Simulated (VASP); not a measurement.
Write the native input for VASP 6.6.1 that does the following.

```
Task                   : single point
Functional             : PBEsol
Potentials or basis    : VASP PAW PBE potentials, release 64 (Ga_d, In_d, As, P)
Cutoff                 : 400 eV
k mesh                 : 6 × 4 × 2
Occupations            : fermi-dirac, width 0.05 eV
Spin                   : no spin polarisation
Dipole correction      : no
Further INCAR settings : ALGO = Normal; EDIFF = 1e-06; NBANDS = 86
```

The structure of InGa3As3P (an interface model) lies in POSCAR:

```
InGa3As3P
1.0
    2.9390050000     -2.9390050000      0.0000000000
    0.0000000000      0.0000000000      5.8780100000
  -11.2563781578    -11.2563781578      0.0000000000
Ga In As P
6 2 6 2
Direct
    0.0000000000      0.0041090000      0.5065000000
    0.0000000000      0.0039200000      0.7531830000
    0.0000000000      0.0013770000      0.2605500000
    0.5000000000      0.5013420000      0.8772380000
    0.5000000000      0.5038120000      0.3846200000
    0.5000000000      0.5041340000      0.6312870000
    0.0000000000      0.9802430000      0.0047630000
    0.5000000000      0.4802760000      0.1330290000
    0.0000000000      0.2627200000      0.8753930000
    0.0000000000      0.2612670000      0.3830510000
    0.0000000000      0.2607100000      0.6299820000
    0.5000000000      0.7612980000      0.7547500000
    0.5000000000      0.7626920000      0.2624110000
    0.5000000000      0.7607110000      0.5078050000
    0.0000000000      0.2257040000      0.1371880000
    0.5000000000      0.7256850000      0.0005900000
```

These files were run (other wordings do the same):

INCAR

```
SYSTEM = InGa3As3P
  PREC = Accurate
  ENCUT = 400
  EDIFF = 1E-6
  ISMEAR = -1
  SIGMA = 0.05
  LREAL = .FALSE.
  LASPH = .TRUE.
  NELM = 120
  ALGO = Normal
  ISIF = 2
  LWAVE = .FALSE.
  LCHARG = .FALSE.
  GGA = PS
  NBANDS = 86
  GGA_COMPAT = .FALSE.
```

KPOINTS

```
regular mesh
0
G
  6 4 2
  0 0 0
```

Potentials or basis: VASP PAW PBE potentials, release 64 (Ga_d, In_d, As, P).

Run with:

```console
$ cat potpaw_PBE.64/Ga_d/POTCAR potpaw_PBE.64/In_d/POTCAR potpaw_PBE.64/As/POTCAR potpaw_PBE.64/P/POTCAR > POTCAR
$ mpirun -np 1 vasp_std > vasp.out
```

It gave:

- Pressure: -2.6 GPa
- Largest force: 0.019 eV/Å

Caveat: the PAW data sets were made with another functional, which shifts forces and pressure a little.

Wall time 10 min on 1 thread of Intel(R) Xeon(R) Platinum 8488C (Sapphire Rapids), with other jobs on the host, peak memory 0.62 GiB.
